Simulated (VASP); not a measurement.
# Si5W3 in VASP: notebook

Runs on Si5W3. Level: PBE. Tasks: single point.

All numbers are computed with VASP 6.6.1; they aren't measurements. Logs are shortened: lines on timing, memory, paths and dates and some standing lists are left out, and cuts for length are marked.

## (1) The cell of the first run

The cell holds a disordered packing, 24 atoms: a = 7.205 Å, b = 7.492 Å, c = 7.497 Å, α = 87.52°, β = 89.90°, γ = 91.28°.

## (2) Single point, PBE

INCAR reads:

```
PREC     = Accurate       # precision mode
ENCUT    = 520            # plane-wave cutoff, eV
EDIFF    = 1E-6           # SCF threshold, eV
ISMEAR   = -1             # smearing method
SIGMA    = 0.3051         # smearing width, eV
LREAL    = Auto         
LASPH    = True           # aspherical terms in the spheres
NELM     = 80             # most SCF steps
ALGO     = Normal         # electronic algorithm
ISIF     = 2              # what is computed and relaxed
LWAVE    = False          # write WAVECAR
LCHARG   = False          # write CHGCAR
GGA      = PE             # functional
NBANDS   = 111            # bands
ISYM     = 0
```

KPOINTS reads:

```
Automatic mesh
0
Gamma
  1 1 1
  0.25 0.25 0.25
```

POSCAR reads:

```
Si5W3
1.0
    7.2041990000     -0.0818820000      0.0070510000
   -0.0818820000      7.4902340000      0.1623590000
    0.0070510000      0.1623590000      7.4951860000
Si W
15 9
Direct
    0.6658408363      0.8708489597      0.4281616213
    0.7810346190      0.6252354159      0.1875911189
    0.0791374265      0.7740974304      0.8863816478
    1.1144908688      0.1278572601      0.1731960952
    0.9186839080      0.0736654387      0.7855881245
    0.5458363092      0.6932873944      0.0319622302
    0.2571867251      0.8213238804      0.4900431093
    0.6092362585      0.9359781749      0.7632279966
    0.3460351366      0.9739163807     -0.0697438307
    0.7291431733      1.0303513057      0.1080280068
    0.3193462777      0.4329247218      0.0766710879
    0.6044292744      0.2592709377      0.9320449418
    0.1818880746      0.3250008115      0.3931117521
    0.7177432988      0.5169827043      0.8027262295
    0.6483280555      0.3193876354      0.2450389065
    0.1722499563      0.7170697738      0.1960209839
    0.4657936987      0.5078382503      0.3955911939
    0.9421408463      0.0593607859      0.4685062128
    0.3869314896      0.5551528282      0.7792616071
    0.8634095560      0.5991881223      0.5367269758
    0.0329864883      0.4299184564      0.9298478092
    0.6667167654      0.2392335115      0.6174534250
    0.2481471041      0.1969212723      0.7098551489
    0.4215607027      0.0593462017      0.2788530112
```

Potentials or basis: VASP PAW PBE potentials, release 64 (Si, W_sv).

Command:

```
$ cat potpaw_PBE.64/Si/POTCAR potpaw_PBE.64/W_sv/POTCAR > POTCAR
$ mpirun -np 1 vasp_std > vasp.out
```

OUTCAR:

```text
PREC = Accurate
   ENCUT = 520
   EDIFF = 1E-6
   ISMEAR = -1
   LREAL = Auto
   LASPH = True
   NELM = 80
   ISIF = 2
   GGA = PE
   ISYM = 0

 ion  position               nearest neighbor table
   1  0.666  0.871  0.428-  18 2.44  24 2.52  20 2.61   8 2.61  10 2.67   2 2.77   7 2.99  17 3.07
                            22 3.16
   2  0.781  0.625  0.188-   6 2.12  15 2.48  20 2.68   1 2.77  17 2.85  16 2.89  14 3.06  21 3.09
                            10 3.10
   3  0.079  0.774  0.886-  16 2.44   9 2.44  21 2.60   5 2.63  19 2.92
   4  0.114  0.128  0.173-  13 2.31  24 2.41  18 2.56  11 2.76   9 2.77  10 2.90  21 2.92  16 3.11

   5  0.919  0.074  0.786-  18 2.39   8 2.44  22 2.53  23 2.58   3 2.63  10 2.78  12 2.92  21 3.02

   6  0.546  0.693  0.032-   2 2.12  19 2.47  11 2.53  14 2.55   9 2.66   8 2.69  10 2.90  16 2.97
                            17 3.05
   7  0.257  0.821  0.490-  16 2.44  24 2.60  18 2.92  17 2.93   1 2.99  19 3.04  20 3.27
   8  0.609  0.936  0.763-   9 2.30   5 2.44  22 2.50   1 2.61   6 2.69  12 2.78  10 2.84  19 3.24
                            23 3.30
   9  0.346  0.974  0.930-   8 2.30  23 2.42   3 2.44   6 2.66  24 2.77   4 2.77  12 2.80  16 2.97
                            10 3.10
  10  0.729  0.030  0.108-  12 2.32  15 2.52  24 2.58   1 2.67   5 2.78   8 2.84   4 2.90   6 2.90
                             9 3.10   2 3.10  18 3.12
  11  0.319  0.433  0.077-  21 2.34  19 2.42   6 2.53  16 2.59  13 2.66  17 2.69  12 2.71   4 2.76
                            15 2.82  24 3.23
  12  0.604  0.259  0.932-  14 2.26  10 2.32  22 2.41  15 2.43  11 2.71   8 2.78   9 2.80   5 2.92
                            19 2.94  23 3.10  24 3.21  21 3.32
  13  0.182  0.325  0.393-   4 2.31  17 2.44  23 2.57  18 2.65  11 2.66  24 2.82  16 3.23
  14  0.718  0.517  0.803-  12 2.26  20 2.31  19 2.41   6 2.55  21 2.55  22 2.57   2 3.06
  15  0.648  0.319  0.245-  17 2.28  12 2.43   2 2.48  10 2.52  24 2.52  11 2.82  22 2.83  18 3.32

  16  0.172  0.717  0.196-   3 2.44   7 2.44  11 2.59   2 2.89   9 2.97   6 2.97  17 3.02   4 3.11
                            21 3.15  24 3.18  13 3.23  20 3.46
  17  0.466  0.508  0.396-  15 2.28  13 2.44  11 2.69   2 2.85   7 2.93  22 2.96  19 2.97  16 3.02
                             6 3.05   1 3.07  20 3.13
  18  0.942  0.059  0.469-   5 2.39   1 2.44   4 2.56  13 2.65  22 2.69   7 2.92  23 3.04  10 3.12
                            15 3.32
  19  0.387  0.555  0.779-  14 2.41  11 2.42   6 2.47  21 2.91  23 2.91   3 2.92  12 2.94  17 2.97
                             7 3.04   8 3.24  22 3.40
  20  0.863  0.599  0.537-  14 2.31   1 2.61   2 2.68  22 3.06  17 3.13   7 3.27  21 3.40  16 3.46

  21  0.033  0.430  0.930-  11 2.34  14 2.55   3 2.60  19 2.91   4 2.92  23 2.92   5 3.02   2 3.09
                            16 3.15  12 3.32  20 3.40
  22  0.667  0.239  0.617-  12 2.41   8 2.50   5 2.53  14 2.57  18 2.69  15 2.83  17 2.96  20 3.06
                            23 3.10   1 3.16  24 3.40  19 3.40
  23  0.248  0.197  0.710-   9 2.42  13 2.57   5 2.58  19 2.91  21 2.92  18 3.04  22 3.10  12 3.10
                             8 3.30
  24  0.422  0.059  0.279-   4 2.41   1 2.52  15 2.52  10 2.58   7 2.60   9 2.77  13 2.82  16 3.18
                            12 3.21  11 3.23  22 3.40

IMPORTANT INFORMATION: All symmetrisations will be switched off!
NOSYMM: (Re-)initialisation of all symmetry stuff for point group C_1.

----------------------------------------------------------------------------------------

                                     Primitive cell

  volume of cell :     404.2080

  direct lattice vectors                    reciprocal lattice vectors
     7.204199000 -0.081882000  0.007051000     0.138825386  0.001521161 -0.000163549
    -0.081882000  7.490234000  0.162359000     0.001521161  0.133586562 -0.002895152
     0.007051000  0.162359000  7.495186000    -0.000163549 -0.002895152  0.133481839

  length of vectors
     7.204667765  7.492440889  7.496947601     0.138833816  0.133626590  0.133513332

  position of ions in fractional coordinates (direct lattice)
     0.665840836  0.870848960  0.428161621
     0.781034619  0.625235416  0.187591119
     0.079137426  0.774097430  0.886381648
     0.114490869  0.127857260  0.173196095
     0.918683908  0.073665439  0.785588125
     0.545836309  0.693287394  0.031962230
[... 16 lines left out ...]
     0.248147104  0.196921272  0.709855149
     0.421560703  0.059346202  0.278853011

  ion indices of the primitive-cell ions
   primitive index   ion index
                 1           1
                 2           2
                 3           3
                 4           4
                 5           5
                 6           6
[... 16 lines left out ...]
                23          23
                24          24

----------------------------------------------------------------------------------------

 KPOINTS: Automatic mesh

Automatic generation of k-mesh.
 Grid dimensions read from file:
 generate k-points for:    1    1    1

 Generating k-lattice:

  Cartesian coordinates                     Fractional coordinates (reciprocal lattice)
     0.138825386  0.001521161 -0.000163549     1.000000000 -0.000000000  0.000000000
     0.001521161  0.133586562 -0.002895152    -0.000000000  1.000000000  0.000000000
    -0.000163549 -0.002895152  0.133481839     0.000000000  0.000000000  1.000000000

  Length of vectors
     0.138833816  0.133626590  0.133513332

  Shift w.r.t. Gamma in fractional coordinates (k-lattice)
     0.250000000  0.250000000  0.250000000

 Subroutine IBZKPT returns following result:
 ===========================================

 Found      1 irreducible k-points:

 Following reciprocal coordinates:
            Coordinates               Weight
  0.250000  0.250000  0.250000      2.000000
   k-points           NKPTS =      1   k-points in BZ     NKDIM =      1   number of bands    NBANDS=    111
   number of dos      NEDOS =    301   number of ions     NIONS =     24
   total plane-waves  NPLWV = 169344
   dimension x,y,z NGX =    54 NGY =   56 NGZ =   56
   dimension x,y,z NGXF=   108 NGYF=  112 NGZF=  112
   ions per type =              15   9
   NGX,Y,Z   is equivalent  to a cutoff of  12.46, 12.43, 12.42 a.u.
   NGXF,Y,Z  is equivalent  to a cutoff of  24.92, 24.85, 24.84 a.u.
 SYSTEM =  unknown system
   PREC   = accura    normal or accurate (medium, high low for compatibility)
   ISTART =      0    job   : 0-new  1-cont  2-samecut
   ICHARG =      2    charge: 1-file 2-atom 10-const
   ISPIN  =      1    spin polarized calculation?
   LNONCOLLINEAR =      F non collinear calculations
   LSORBIT =      F    spin-orbit coupling
   LASPH  =      T    aspherical Exc in radial PAW
   ENCUT  =  520.0 eV  38.22 Ry    6.18 a.u.  13.40 13.93 13.94*2*pi/ulx,y,z
   NELM   =     80;   NELMIN=  2; NELMDL= -5     # of ELM steps
   EDIFF  = 0.1E-05   stopping-criterion for ELM
   LREAL  =      T    real-space projection
   EDIFFG = 0.1E-04   stopping-criterion for IOM
   NSW    =      0    number of steps for IOM
   IBRION =     -1    ionic relax: 0-MD 1-quasi-New 2-CG
   NFREE  =      0    steps in history (QN), initial steepest desc. (CG)
   ISIF   =      2    stress and relaxation
   ISYM   =      0    0-nonsym 1-usesym 2-fastsym
   POTIM  = 0.5000    time-step for ionic-motion
   TEBEG  =    0.0;   TEEND  =   0.0 temperature during run
   PSTRESS=    0.0 pullay stress
   NELECT =     186.0000    total number of electrons
   NUPDOWN=      -1.0000    fix difference up-down
   EMIN   =  10.00;   EMAX   =-10.00  energy-range for DOS
   EFERMI =   0.00;   METHOD = LEGACY
   ISMEAR =    -1;   SIGMA  =   0.31  broadening in eV -4-tet -1-fermi 0-gaus
   EFERMI_NEDOS =   21; number of points for ismear=-14 and -15
   IALGO  =     38    algorithm
   IMIX   =      4    mixing-type and parameters
     AMIX     =   0.40;   BMIX     =  1.00
     AMIX_MAG =   1.60;   BMIX_MAG =  1.00
  volume/ion in A,a.u.               =      16.84       113.66
  Fermi-wavevector in a.u.,A,eV,Ry     =   1.263895  2.388414 21.734346  1.597429
  Thomas-Fermi vector in A             =   2.397228
   LORBIT       =      0    0 simple, 1 ext, 2 COOP (PROOUT), +10 PAW based schemes
   GGA     = PE    functional components
   LHFCALC =     F    Hartree Fock is set to
   AEXX    =    0.0000 exact exchange contribution
   IVDW    =     0    specifies the selected vdW correction
   LEPSILON=     F    determine dielectric tensor
   LRPA    =     F    only Hartree local field effects (RPA)
 non-spin polarized calculation
  energy-cutoff  :      520.00
  volume of cell :      404.21
 maximum number of plane-waves:     10887
 NGX is ok and might be reduce to    54
   NGX = 27   NGY = 27   NGZ = 27

 number of electron     186.0000000 magnetization

 Free energy of the ion-electron system (eV)
  ---------------------------------------------------
  ext. energy  EPLUGINS =         0.00000000
  ---------------------------------------------------
  free energy    TOTEN  =      -183.09260628 eV

  energy without entropy =     -178.02262403  energy(sigma->0) =     -180.55761516

 E-fermi :   8.9121     XC(G=0): -11.4762

 val. band max:        8.8382310684   @ k =   0.2500   0.2500   0.2500
 cond. band min:       9.0253459296   @ k =   0.2500   0.2500   0.2500
 fundamental gap:      0.1871148611
 Fermi energy:         8.9120848406

 k-point     1 :       0.2500    0.2500    0.2500
  band No.  band energies     occupation
      1     -65.2687      2.00000
      2     -65.2636      2.00000
      3     -65.2147      2.00000
      4     -65.1646      2.00000
      5     -65.1342      2.00000
      6     -65.0654      2.00000
[... 97 lines left out ...]
    104      10.1137      0.03821
    105      10.1527      0.03370
 [bands above 105 left out]

------------------------ aborting loop because EDIFF is reached ----------------------------------------

  FORCE on cell =-STRESS in cart. coord.  units (eV):
  Direction    XX          YY          ZZ          XY          YZ          ZX
  --------------------------------------------------------------------------------------
  -------------------------------------------------------------------------------------
  Total       -4.6525646    -19.0473931     -0.6970108      0.3135309     -1.8437664      4.5509629
  in kB      -18.4415770    -75.4989975     -2.7627726      1.2427563     -7.3082186     18.0388538
  external PRESSURE =     -32.2344490 kB  Pullay stress =       0.0000000 kB

 VOLUME and BASIS-vectors are now :
 -----------------------------------------------------------------------------
  energy-cutoff  :      520.00
  volume of cell :      404.21
      direct lattice vectors                 reciprocal lattice vectors
     7.204199000 -0.081882000  0.007051000     0.138825386  0.001521161 -0.000163549
    -0.081882000  7.490234000  0.162359000     0.001521161  0.133586562 -0.002895152
     0.007051000  0.162359000  7.495186000    -0.000163549 -0.002895152  0.133481839

 POSITION                                       TOTAL-FORCE (eV/Angst)
 -----------------------------------------------------------------------------------
      4.72856      6.53786      3.35524        -0.621391     -1.168583      0.569991
      5.57686      4.64966      1.51305         3.731767     -0.714134      1.880793
      0.51299      5.93560      6.76983        -0.863255     -0.240298     -1.776981
      0.81557      0.97643      1.31970        -2.007437      0.118641     -2.198284
      6.61789      0.60410      5.90657         1.385269      0.172635      2.008982
      3.87577      5.15338      0.35597        -2.712058      1.552476     -0.572944
[... 16 lines left out ...]
      1.77658      1.56992      5.35422        -0.357880      1.514981     -0.612220
      3.03411      0.45527      2.10266        -0.041949      0.002817      0.786749
 -----------------------------------------------------------------------------------
    total drift:                               -0.004508     -0.014049      0.005358

  FREE ENERGIE OF THE ION-ELECTRON SYSTEM (eV)
  ---------------------------------------------------
  free  energy   TOTEN  =      -183.0926062835 eV

  energy  without entropy=     -178.0226240277  energy(sigma->0) =     -180.55761516
```

Run time: 86 s. Hardware: 1 thread of Intel Xeon Platinum 8559C (Emerald Rapids), shared host; peak memory 0.39 GiB.

Results:

```
Free energy   : -183.0926 eV
Pressure      : -3.2 GPa
Largest force : 4.240 eV/Å
```

Forces in eV/Å, atoms in the order of the input:
```
Si  -0.621 -1.169  0.570
Si   3.732 -0.714  1.881
Si  -0.863 -0.240 -1.777
Si  -2.007  0.119 -2.198
Si   1.385  0.173  2.009
Si  -2.712  1.552 -0.573
Si   0.056 -0.058  1.468
Si   0.139 -1.041 -0.418
Si  -0.616 -0.668  2.553
Si   1.036 -1.190  1.093
Si   1.283 -0.819  2.269
Si  -1.493 -0.075  0.071
Si  -1.073  0.402  1.036
Si   0.943  0.800  0.701
Si   2.323 -1.394 -0.338
W    0.003  0.107 -0.115
W   -0.908  1.521  1.096
W    1.857  0.334 -2.228
W   -1.461 -0.371 -1.693
W    1.079  1.109 -2.179
W   -1.088 -0.826 -0.957
W   -0.593  0.930 -2.444
W   -0.358  1.515 -0.612
W   -0.042  0.003  0.787
```

Levels at points of the mesh, in eV from the Fermi level:
| k point | band 89 | band 90 | band 91 | band 92 | band 93 | band 94 | band 95 | band 96 | band 97 | band 98 |
| --- | --- | --- | --- | --- | --- | --- | --- | --- | --- | --- |
| (0.25, 0.25, 0.25) | -0.50 | -0.36 | -0.29 | -0.26 | -0.07 | 0.11 | 0.17 | 0.33 | 0.49 | 0.55 |

Caveat: the k points lie up to 0.87 Å⁻¹ apart, too coarse for converged energies, forces and pressures; the atoms stand as in a frame of molecular dynamics; so wide a smearing shifts energies and pressures; spin-orbit coupling is left out, which moves the levels of the heavy elements.

## (3) Single point, PBE

INCAR reads:

```
SYSTEM = Si5W3
ALGO = Normal
EDIFF = 1E-6
ENCUT = 520
GGA = PE
ISIF = 2
ISMEAR = -1
ISYM = 0
LASPH = .True.
LCHARG = .True.
LELF = .True.
LREAL = Auto
LVHAR = .True.
LWAVE = .False.
NBANDS = 111
NELM = 100
PREC = Accurate
SIGMA = 0.3051
```

KPOINTS is that of step 2.

POSCAR reads:

```
Si5W3
1.0
    7.2041990000     -0.0818820000      0.0070510000
   -0.0818820000      7.4902340000      0.1623590000
    0.0070510000      0.1623590000      7.4951860000
Si W
15 9
Direct
    0.6794825101      0.8621943229      0.4178096395
    0.8713715844      0.6173373408      0.0729710624
    0.0751142874      0.8054137466      0.6879327876
    1.1098680333      0.1440869919      0.1449376307
    0.9045776740      0.0501437371      0.8522613763
    0.5462151765      0.6974864436      0.0328686220
    0.3672853104      0.8577383463      0.4743816539
    0.5686986361      0.9184270858      0.7304639542
    0.3161623977      0.9415758264      0.0174843465
    0.8361834428      0.9338945213      0.1699374625
    0.3489021717      0.4073678293      0.1122416518
    0.5282015252      0.2372741671      0.9071881678
    0.1195743884      0.4016137938      0.4887606881
    0.7460782663      0.5314903657      0.7940993269
    0.7395119783      0.3287980514      0.2530403353
    0.1884393898      0.7133030018      0.1758350162
    0.4895967324      0.5285546847      0.3759501423
    0.9577730187      0.0785875430      0.4312128275
    0.3780673922      0.5839364867      0.7383575141
    0.8710974198      0.5754424525      0.5083276961
    0.0466791714      0.3741152018      0.9503986819
    0.7036929494      0.2343392942      0.5683062659
    0.2538526384      0.2275476368      0.7467212526
    0.4204325706      0.0784339951      0.2691004686
```

Potentials or basis: VASP PAW PBE potentials, release 64 (Si, W_sv).

Command:

```
$ cat potpaw_PBE.64/Si/POTCAR potpaw_PBE.64/W_sv/POTCAR > POTCAR
$ mpirun -np 1 vasp_std > vasp.out
```

Wall time 80 s (1 thread of Intel Xeon Platinum 8559C (Emerald Rapids), shared host); peak memory 0.39 GiB.

Results (log left out):

```
Free energy   : -183.0380 eV
Pressure      : -0.4 GPa
Largest force : 5.263 eV/Å
```

Forces in eV/Å, atoms in the order of the input:
```
Si   0.139 -0.867  1.190
Si  -0.484  0.653  1.586
Si  -0.183 -0.074 -0.089
Si   0.156 -0.602  1.850
Si  -0.019  0.113 -0.606
Si  -0.693  0.032  0.509
Si  -2.891 -3.444  2.234
Si   0.106  0.420  1.136
Si   1.409  1.698 -4.778
Si   0.973 -0.207 -2.899
Si  -1.182 -0.037 -0.044
Si   2.472  0.002  0.526
Si   3.220 -1.464 -0.702
Si  -1.142 -0.829  0.194
Si   0.647 -0.233 -1.140
W   -0.663 -2.404  2.186
W   -0.195  0.453  0.809
W    2.538 -1.490  1.441
W   -0.192 -0.530  0.219
W   -2.320  2.914 -0.936
W   -1.244  2.292 -2.648
W   -1.876  0.844  2.236
W   -0.916 -1.663 -2.160
W    2.341  4.425 -0.116
```

Stress tensor (GPa, compression positive):
```
 1.17 -2.79 -0.93
-2.79 -5.10 -0.56
-0.93 -0.56  2.69
```

Levels at points of the mesh, in eV from the Fermi level:
```csv
k point,band 89,band 90,band 91,band 92,band 93,band 94,band 95,band 96,band 97,band 98
"(0.25, 0.25, 0.25)",-0.60,-0.41,-0.24,-0.10,-0.05,0.11,0.13,0.27,0.39,0.51
```

Caveat: the k points lie up to 0.87 Å⁻¹ apart, too coarse for converged energies, forces and pressures; the atoms stand as in a frame of molecular dynamics; so wide a smearing shifts energies and pressures; spin-orbit coupling is left out, which moves the levels of the heavy elements.

(Continued in part 2 of 2.)
